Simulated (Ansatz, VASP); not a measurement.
BN in VASP and in Ansatz

```
B N
1.0
     0.00000    1.81300    1.81300
     1.81300    0.00000    1.81300
     1.81300    1.81300    0.00000
B N
1 1
Cartesian
  0.0000 0.0000 0.0000
  2.7195 2.7195 2.7195
```

Alike in both runs: task single point; functional PBE; k mesh 14 × 14 × 14; occupations gaussian, width 0.05 eV; no spin polarisation.

|  | VASP | Ansatz |
| --- | --- | --- |
| version | VASP 6.6.1 | Ansatz 0.2.0 |
| potentials or method | VASP PAW PBE potentials, release 64 (B, N), cutoff 520 eV | scalar-relativistic, plane waves, PAW |
| valence electrons in the cell | 8 | 8 |

```csv
,VASP,Ansatz,Ansatz less VASP
gap on the k mesh at the Fermi level (eV),4.45,4.46,+0.012
pressure (GPa),-0.2,-0.4,-0.24
```
